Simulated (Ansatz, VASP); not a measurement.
**Two plane-wave programs on Zn**

```
Zn
1.0
    -0.72872    1.70848    1.70848
     1.70848   -0.72872    1.70848
     1.70848    1.70848   -0.72872
Zn
1
Direct
  0.00000 0.00000 0.00000
```

Alike in both runs: task single point; functional PBE; k mesh 22 × 22 × 22; occupations gaussian, width 0.15 eV; no spin polarisation.

|  | VASP | Ansatz |
| --- | --- | --- |
| version | VASP 6.6.1 | Ansatz 0.2.0 |
| potentials or method | VASP PAW PBE potentials, release 64 (Zn), cutoff 520 eV | scalar-relativistic, plane waves, PAW |
| valence electrons in the cell | 12 | 12 |

VASP gave:

```
gap on the k mesh at the Fermi level (eV)                     : none
pressure (GPa)                                                : 8.6
traceless stress, the component that is largest in VASP (GPa) : 1.37
```

Problem. Estimate Ansatz's values.

Solution. gap on the k mesh at the Fermi level (eV): none; pressure (GPa): 8.2; traceless stress, the component that is largest in VASP (GPa): 1.35.

A gap of «none» marks a metal or a gap that the smearing closes.
